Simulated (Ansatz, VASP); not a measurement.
## Two plane-wave programs on SiC

```
Si C
1.0
    -6.15560    0.00000    0.00000
    -3.07780   -5.33500    0.00000
    -3.07780    0.00000   15.12190
Si C
24 24
Direct
  0.98735 0.16730 0.85800
  0.48735 0.16730 0.85800
  0.98735 0.66730 0.85800
  0.48735 0.66730 0.85800
  0.90465 0.83270 0.35800
  0.40465 0.83270 0.35800
  0.90465 0.33270 0.35800
  0.40465 0.33270 0.35800
  0.98760 0.50070 0.52410
  0.48760 0.50070 0.52410
  0.98760 0.00070 0.52410
  0.48760 0.00070 0.52410
  0.73830 0.49930 0.02410
  0.23830 0.49930 0.02410
  0.73830 0.99930 0.02410
  0.23830 0.99930 0.02410
  0.73653 0.83570 0.69124
  0.23653 0.83570 0.69124
  0.73653 0.33570 0.69124
  0.23653 0.33570 0.69124
  0.82223 0.16430 0.19124
  0.32223 0.16430 0.19124
  0.82223 0.66430 0.19124
  0.32223 0.66430 0.19124
  0.92685 0.49600 0.65030
  0.42685 0.49600 0.65030
  0.92685 0.99600 0.65030
  0.42685 0.99600 0.65030
  0.67285 0.50400 0.15030
  0.17285 0.50400 0.15030
  0.67285 0.00400 0.15030
  0.17285 0.00400 0.15030
  0.92915 0.16000 0.98170
  0.42915 0.16000 0.98170
  0.92915 0.66000 0.98170
  0.42915 0.66000 0.98170
  0.83915 0.84000 0.48170
  0.33915 0.84000 0.48170
  0.83915 0.34000 0.48170
  0.33915 0.34000 0.48170
  0.67710 0.82900 0.81680
  0.17710 0.82900 0.81680
  0.67710 0.32900 0.81680
  0.17710 0.32900 0.81680
  0.75610 0.17100 0.31680
  0.25610 0.17100 0.31680
  0.75610 0.67100 0.31680
  0.25610 0.67100 0.31680
```

Alike in both runs: task single point; functional PBE; k mesh 2 × 2 × 2; occupations gaussian, width 0.05 eV; no spin polarisation.

|  | VASP | Ansatz |
| --- | --- | --- |
| version | VASP 6.6.1 | Ansatz 0.2.0 |
| potentials or method | VASP PAW PBE potentials, release 64 (Si, C), cutoff 520 eV | scalar-relativistic, plane waves, PAW |
| valence electrons in the cell | 192 | 192 |

|  | VASP | Ansatz | Ansatz less VASP |
| --- | --- | --- | --- |
| gap on the k mesh at the Fermi level (eV) | 1.86 | 1.86 | +0.002 |
| rms of the force components (eV/Å) | 0.358 | 0.358 | -0.0005 |

Atom by atom the forces differ by 0.002 eV/Å (rms over components).

The k mesh is coarse, so the values compare programs but aren't converged.
